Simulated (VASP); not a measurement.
# AlRu (Pm-3m) in VASP: further runs

The runs below take AlRu through single point, with PBE.

Program: VASP 6.6.1. These are calculated values, not measurements. Logs are shortened: lines on timing, memory, paths and dates and some standing lists are left out, and cuts for length are marked.

### Step 1. The cell of the first run

The structure is cubic, space group Pm-3m (No. 221). The conventional cell has a = 2.911 Å, b = 2.911 Å, c = 2.911 Å, α = 90.00°, β = 90.00°, γ = 90.00°. Within 3.3 Å of Al (site symmetry m-3m) lie 8 Ru at 2.52 Å and 6 Al at 2.91 Å. Ru (site symmetry m-3m) has 8 Al at 2.52 Å and 6 Ru at 2.91 Å within 3.3 Å.

### Step 2. Single point, PBE (volume scaled by 0.91)

The input, INCAR:

```
SYSTEM = AlRu
ALGO = Normal ; EDIFF = 1E-6
ENCUT = 520 ; GGA = PE
ISIF = 2 ; ISMEAR = 0
LASPH = .TRUE. ; LCHARG = .FALSE.
LREAL = .FALSE. ; LWAVE = .FALSE.
NBANDS = 16 ; NELM = 60
PREC = Accurate ; SIGMA = 0.1
```

The input, KPOINTS:

```
k-points
0
G
  14 14 14
  0 0 0
```

The input, POSCAR:

```
AlRu
1.0
    2.9111146360      0.0000000000      0.0000000000
    0.0000000000      2.9111146360      0.0000000000
    0.0000000000      0.0000000000      2.9111146360
Al Ru
1 1
Direct
    0.0000000000      0.0000000000      0.0000000000
    0.5000000000      0.5000000000      0.5000000000
```

Potentials or basis: VASP PAW PBE potentials, release 64 (Al, Ru_pv).

Started as:

```bash
$ cat potpaw_PBE.64/Al/POTCAR potpaw_PBE.64/Ru_pv/POTCAR > POTCAR
$ mpirun -np 1 vasp_std > vasp.out
```

OUTCAR:

```text
SYSTEM = AlRu
   EDIFF = 1E-6
   ENCUT = 520
   GGA = PE
   ISIF = 2
   ISMEAR = 0
   LASPH = .TRUE.
   LREAL = .FALSE.
   NELM = 60
   PREC = Accurate

 ion  position               nearest neighbor table
   1  0.000  0.000  0.000-   2 2.52   2 2.52   2 2.52   2 2.52   2 2.52   2 2.52   2 2.52   2 2.52

   2  0.500  0.500  0.500-   1 2.52   1 2.52   1 2.52   1 2.52   1 2.52   1 2.52   1 2.52   1 2.52

  LATTYP: Found a simple cubic cell.
 ALAT       =     2.9111146360

  Lattice vectors:

 A1 = (   2.9111146360,   0.0000000000,   0.0000000000)
 A2 = (   0.0000000000,   2.9111146360,   0.0000000000)
 A3 = (   0.0000000000,   0.0000000000,   2.9111146360)

Analysis of symmetry for initial positions (statically):
=====================================================================
 Subroutine PRICEL returns:
 Original cell was already a primitive cell.

 Routine SETGRP: Setting up the symmetry group for a
 simple cubic supercell.

 Subroutine GETGRP returns: Found 48 space group operations
 (whereof 48 operations were pure point group operations)
 out of a pool of 48 trial point group operations.

The static configuration has the point symmetry O_h .

Analysis of symmetry for dynamics (positions and initial velocities):
=====================================================================
 Subroutine PRICEL returns:
 Original cell was already a primitive cell.

 Routine SETGRP: Setting up the symmetry group for a
 simple cubic supercell.

 Subroutine GETGRP returns: Found 48 space group operations
 (whereof 48 operations were pure point group operations)
 out of a pool of 48 trial point group operations.

The dynamic configuration has the point symmetry O_h .

 Subroutine INISYM returns: Found 48 space group operations
 (whereof 48 operations are pure point group operations),
 and found     1 'primitive' translations

----------------------------------------------------------------------------------------

                                     Primitive cell

  volume of cell :      24.6705

  direct lattice vectors                    reciprocal lattice vectors
     2.911114636  0.000000000  0.000000000     0.343511034  0.000000000  0.000000000
     0.000000000  2.911114636  0.000000000     0.000000000  0.343511034  0.000000000
     0.000000000  0.000000000  2.911114636     0.000000000  0.000000000  0.343511034

  length of vectors
     2.911114636  2.911114636  2.911114636     0.343511034  0.343511034  0.343511034

  position of ions in fractional coordinates (direct lattice)
     0.000000000  0.000000000  0.000000000
     0.500000000  0.500000000  0.500000000

[... 73 lines left out ...]
   LASPH  =      T    aspherical Exc in radial PAW
   ENCUT  =  520.0 eV  38.22 Ry    6.18 a.u.   5.41  5.41  5.41*2*pi/ulx,y,z
   NELM   =     60;   NELMIN=  2; NELMDL= -5     # of ELM steps
   EDIFF  = 0.1E-05   stopping-criterion for ELM
   LREAL  =      F    real-space projection
   EDIFFG = 0.1E-04   stopping-criterion for IOM
   NSW    =      0    number of steps for IOM
   IBRION =     -1    ionic relax: 0-MD 1-quasi-New 2-CG
   NFREE  =      0    steps in history (QN), initial steepest desc. (CG)
   ISIF   =      2    stress and relaxation
   ISYM   =      2    0-nonsym 1-usesym 2-fastsym
   POTIM  = 0.5000    time-step for ionic-motion
   TEBEG  =    0.0;   TEEND  =   0.0 temperature during run
   PSTRESS=    0.0 pullay stress
   NELECT =      17.0000    total number of electrons
   NUPDOWN=      -1.0000    fix difference up-down
   EMIN   =  10.00;   EMAX   =-10.00  energy-range for DOS
   EFERMI =   0.00;   METHOD = LEGACY
   ISMEAR =     0;   SIGMA  =   0.10  broadening in eV -4-tet -1-fermi 0-gaus
   EFERMI_NEDOS =   21; number of points for ismear=-14 and -15
   IALGO  =     38    algorithm
   IMIX   =      4    mixing-type and parameters
     AMIX     =   0.40;   BMIX     =  1.00
     AMIX_MAG =   1.60;   BMIX_MAG =  1.00
  volume/ion in A,a.u.               =      12.34        83.24
  Fermi-wavevector in a.u.,A,eV,Ry     =   1.445990  2.732524 28.448229  2.090886
  Thomas-Fermi vector in A             =   2.564109
   LORBIT       =      0    0 simple, 1 ext, 2 COOP (PROOUT), +10 PAW based schemes
   GGA     = PE    functional components
   LHFCALC =     F    Hartree Fock is set to
   AEXX    =    0.0000 exact exchange contribution
   IVDW    =     0    specifies the selected vdW correction
   LEPSILON=     F    determine dielectric tensor
   LRPA    =     F    only Hartree local field effects (RPA)
 non-spin polarized calculation
 Gauss-broadening in eV      SIGMA  =   0.10
  energy-cutoff  :      520.00
  volume of cell :       24.67
 maximum number of plane-waves:       691
 NGX is ok and might be reduce to    24
   NGX = 11   NGY = 11   NGZ = 11

 number of electron      17.0000002 magnetization

 Free energy of the ion-electron system (eV)
  ---------------------------------------------------
  ext. energy  EPLUGINS =         0.00000000
  ---------------------------------------------------
  free energy    TOTEN  =       -14.09242243 eV

  energy without entropy =      -14.08380519  energy(sigma->0) =      -14.08811381

 E-fermi :  11.9152     XC(G=0): -12.9915

 val. band max:       11.8917262006   @ k =   0.0714   0.0714   0.0714
 cond. band min:      11.9178242322   @ k =   0.1429   0.0714   0.0714
 fundamental gap:      0.0260980315
 Fermi energy:        11.9151677599

 k-point     1 :       0.0000    0.0000    0.0000
  band No.  band energies     occupation
      1     -29.8714      2.00000
      2     -29.8714      2.00000
      3     -29.8714      2.00000
      4       1.7561      2.00000
      5       7.8823      2.00000
      6       7.8823      2.00000
[... 433 lines left out ...]
      3     -29.8419      2.00000
      4       4.7676      2.00000
      5       7.6449      2.00000
      6       9.0766      2.00000
[... 8 lines left out ...]
     15      25.3339      0.00000
     16      26.9802      0.00000

 [... further k-points ...]
[... 5 lines left out ...]
  --------------------------------------------------------------------------------------
  -------------------------------------------------------------------------------------
  Total        3.6330169      3.6330169      3.6330169      0.0000000      0.0000000     -0.0000000
  in kB      235.9391876    235.9391876    235.9391876      0.0000000      0.0000000     -0.0000000
  external PRESSURE =     235.9391876 kB  Pullay stress =       0.0000000 kB

 VOLUME and BASIS-vectors are now :
 -----------------------------------------------------------------------------
  energy-cutoff  :      520.00
  volume of cell :       24.67
      direct lattice vectors                 reciprocal lattice vectors
     2.911114636  0.000000000  0.000000000     0.343511034  0.000000000  0.000000000
     0.000000000  2.911114636  0.000000000     0.000000000  0.343511034  0.000000000
     0.000000000  0.000000000  2.911114636     0.000000000  0.000000000  0.343511034

 POSITION                                       TOTAL-FORCE (eV/Angst)
 -----------------------------------------------------------------------------------
      0.00000      0.00000      0.00000         0.000000      0.000000      0.000000
      1.45556      1.45556      1.45556         0.000000      0.000000      0.000000
 -----------------------------------------------------------------------------------
    total drift:                                0.000000     -0.000000     -0.000000

  FREE ENERGIE OF THE ION-ELECTRON SYSTEM (eV)
  ---------------------------------------------------
  free  energy   TOTEN  =       -14.0924224271 eV

  energy  without entropy=      -14.0838051917  energy(sigma->0) =      -14.08811381
```

stdout:

```text
POSCAR found type information on POSCAR AlRu
 POSCAR found :  2 types and       2 ions
 scaLAPACK will be used
 LDA part: xc-table for (Slater+PW92), standard interpolation
 POSCAR, INCAR and KPOINTS ok, starting setup
 FFT: planning ... GRIDC
 FFT: planning ... GRID_SOFT
 FFT: planning ... GRID
 WAVECAR not read
 entering main loop
```

Run time: 30 s. Hardware: 1 thread of Intel Xeon 8259CL, shared host; peak memory 0.17 GiB.

Results:

| Quantity | Value |
| --- | --- |
| Free energy | -14.0924 eV |
| Pressure | 23.6 GPa |

### Step 3. Single point, PBE (volume scaled by 0.94)

The input, INCAR:

```
PREC = Accurate
ENCUT = 520
EDIFF = 1E-7
ISMEAR = 0
SIGMA = 0.1
LREAL = False
LASPH = True
NELM = 80
ALGO = Fast
ISIF = 2
LWAVE = False
LCHARG = False
GGA = PE
NBANDS = 16
```

The input, KPOINTS:

```
Automatic mesh
0
Gamma
  14 14 14
```

The input, POSCAR:

```
AlRu
1.0
    2.9427596656      0.0000000000      0.0000000000
    0.0000000000      2.9427596656      0.0000000000
    0.0000000000      0.0000000000      2.9427596656
Al Ru
1 1
Direct
    0.0000000000      0.0000000000      0.0000000000
    0.5000000000      0.5000000000      0.5000000000
```

Potentials or basis: VASP PAW PBE potentials, release 64 (Al, Ru_pv).

Started as:

```bash
$ cat potpaw_PBE.64/Al/POTCAR potpaw_PBE.64/Ru_pv/POTCAR > POTCAR
$ mpirun -np 1 vasp_std > vasp.out
```

Wall time 45 s (1 thread of Intel Xeon 8259CL, shared host); peak memory 0.17 GiB.

It converged, with:

* Free energy: -14.1886 eV
* Pressure: 14.4 GPa

Levels at points of the mesh, in eV from the Fermi level:
| k point | band 7 | band 8 | band 9 | band 10 | band 11 | band 12 |
| --- | --- | --- | --- | --- | --- | --- |
| (0.00, 0.00, 0.00) | 0.20 | 0.20 | 0.20 | 6.33 | 6.33 | 6.33 |
| (0.50, 0.00, 0.00) | -1.71 | -1.71 | 0.47 | 2.49 | 7.41 | 11.29 |
| (0.50, 0.50, 0.00) | -1.40 | -1.26 | -1.26 | 1.67 | 5.65 | 6.76 |
| (0.50, 0.50, 0.50) | 1.77 | 1.77 | 2.88 | 4.26 | 4.26 | 4.26 |
